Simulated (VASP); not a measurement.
Wanted: the native input for a VASP 6.6.1 run.

| Item | Value |
| --- | --- |
| Task | single point |
| Functional | BLYP |
| Dispersion | D3(BJ) |
| Potentials or basis | VASP PAW PBE potentials, release 64 (Ni, O) |
| Cutoff | 520 eV |
| k mesh | 11 × 11 × 11 |
| Occupations | gaussian, width 0.02 eV |
| Spin | collinear spin, ferromagnetic start |
| Starting moments | [0.04, 0.0] μB |
| Dipole correction | no |
| Further INCAR settings | ALGO = Normal; EDIFF = 1e-07; NBANDS = 19 |

The structure of NiO lies in POSCAR:

```
NiO
1.0
    0.0000000000      2.1133508634      2.1133508634
    2.1133508634      0.0000000000      2.1133508634
    2.1133508634      2.1133508634      0.0000000000
Ni O
1 1
Direct
    0.0000000000      0.0000000000      0.0000000000
    0.5000000000      0.5000000000      0.5000000000
```

These files were run (other wordings do the same):

INCAR

```
  PREC = Accurate
  ENCUT = 520
  EDIFF = 1E-7
  ISMEAR = 0
  SIGMA = 0.02
  LREAL = False
  LASPH = True
  NELM = 150
  ALGO = Normal
  ISIF = 2
  LWAVE = False
  LCHARG = False
  ISPIN = 2
  MAGMOM = 0.04 0
  LORBIT = 11
  LMAXMIX = 4
  GGA = B5
  ALDAX = 1.0
  AGGAX = 1.0
  AGGAC = 1.0
  ALDAC = 0.0
  IVDW = 12
  VDW_S6 = 1.0
  VDW_S8 = 2.6996
  VDW_A1 = 0.4298
  VDW_A2 = 4.2359
  NBANDS = 19
```

KPOINTS

```
regular mesh
0
Gamma
  11 11 11
```

Potentials or basis: VASP PAW PBE potentials, release 64 (Ni, O).

Run with:

```sh
$ cat potpaw_PBE.64/Ni/POTCAR potpaw_PBE.64/O/POTCAR > POTCAR
$ mpirun -np 1 vasp_std > vasp.out
```

Results of the run:

```
Pressure                                              : -8.9 GPa
Net moment                                            : 0.45 μB per cell
Site moments                                          : Ni +0.40; O +0.04 μB
Valence electrons inside the program's atomic spheres : Ni 9.01; O 4.94
Dispersion energy per atom                            : -0.554 eV
```

Caveat: the PAW data sets were made with another functional, which shifts forces and pressure a little; a cell with one magnetic atom can't hold antiferromagnetic order, which such compounds often take; pairwise dispersion overbinds metals, which lowers pressure and volume.

Run time: 54 s on 1 thread of Intel(R) Xeon(R) Platinum 8259CL CPU @ 2.50GHz (Skylake/Cascade Lake), on a shared host, peak memory 0.18 GiB.
